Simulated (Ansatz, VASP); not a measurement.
One calculation of Ti, two programs

```xyz
4
Lattice="4.5939 0.0000 0.0000 -2.2969 3.9784 0.0000 0.0000 0.0000 4.2155" Properties=species:S:1:pos:R:3 pbc="T T T"
Ti    0.0000    0.0000    1.0539
Ti    0.0000    0.0000    3.1616
Ti    0.0000    2.6523    3.1616
Ti    2.2969    1.3261    1.0539
```

Alike in both runs: functional r2SCAN; k mesh 12 × 12 × 12; occupations gaussian, width 0.1 eV; no spin polarisation.

Ansatz relaxed the structure, and its values are those at the end. VASP's run is a single point on that final structure, the one shown.

```csv
,VASP,Ansatz
version,VASP 6.6.1,Ansatz 0.2.0
potentials or method,"VASP PAW PBE potentials, release 64 (Ti_sv), cutoff 520 eV","scalar-relativistic, plane waves, PAW"
valence electrons in the cell,48,48
```

VASP gave:

```
gap on the k mesh at the Fermi level (eV) : none
pressure (GPa)                            : 0.7
```

Task: What did Ansatz give for the same quantities?

Result: gap on the k mesh at the Fermi level (eV): none; pressure (GPa): 0.0.

VASP's potentials were made for PBE, not for r2SCAN. A gap of «none» marks a metal or a gap that the smearing closes.
